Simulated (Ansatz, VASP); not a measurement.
**One calculation of Rb, two programs**

```
Rb
1.0
     4.65530    0.00000    0.00000
     0.00000    4.65530    0.00000
     0.00000    0.00000    4.65530
Rb
1
Direct
  0.00000 0.00000 0.00000
```

Change from the starting cell: volume scaled by 1.02, PAW files.

Alike in both runs: task electric field gradients; functional PBE; k mesh 10 × 10 × 10; occupations fermi-dirac, width 0.08 eV; no spin polarisation.

|  | VASP | Ansatz |
| --- | --- | --- |
| version | VASP 6.6.1 | Ansatz 0.2.0 |
| potentials or method | VASP PAW PBE potentials, release 64 (Rb_sv) | PAW with Ansatz's default frozen-core files, scalar-relativistic |
| plane-wave cutoff (eV) | 520 | 420 |
| valence electrons in the cell | 9 | 9 |

|  | VASP | Ansatz | Ansatz less VASP |
| --- | --- | --- | --- |
| pressure (GPa) | 0.0 | 0.0 | 0.00 |
